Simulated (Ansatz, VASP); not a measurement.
One calculation of MgCdSe, two programs

```
Mg Cd Se
1.0
     3.72130    0.00000    0.00000
     0.00000    3.72130    0.00000
     0.00000    0.00000    6.35419
Mg Cd Se
1 1 1
Direct
  0.00000 0.00000 0.00000
  0.00000 0.00000 0.50000
  0.50000 0.50000 0.00000
```

Alike in both runs: task relaxation of cell and atoms; functional PBE; k mesh 10 × 10 × 6; occupations gaussian, width 0.01 eV; no spin polarisation.

```csv
,VASP,Ansatz
version,VASP 6.6.1,Ansatz 0.2.0
potentials or method,"VASP PAW PBE potentials, release 64 (Mg, Cd, Se), cutoff 600 eV","scalar-relativistic, plane waves, PAW"
valence electrons in the cell,20,46
```

|  | VASP | Ansatz | Ansatz less VASP |
| --- | --- | --- | --- |
| gap on the k mesh at the Fermi level, each at its own relaxed structure (eV) | 0.17 | 0.17 | -0.001 |
| relaxed volume (Å³/atom) | 29.56 | 29.61 | +0.055 |
| relaxed cell length with the largest relative difference (Å) | 6.443 | 6.451 | +0.0078 |

VASP's potentials hold 20 valence electrons a cell and Ansatz's 46, so a difference there can come from the potentials and not from the codes.
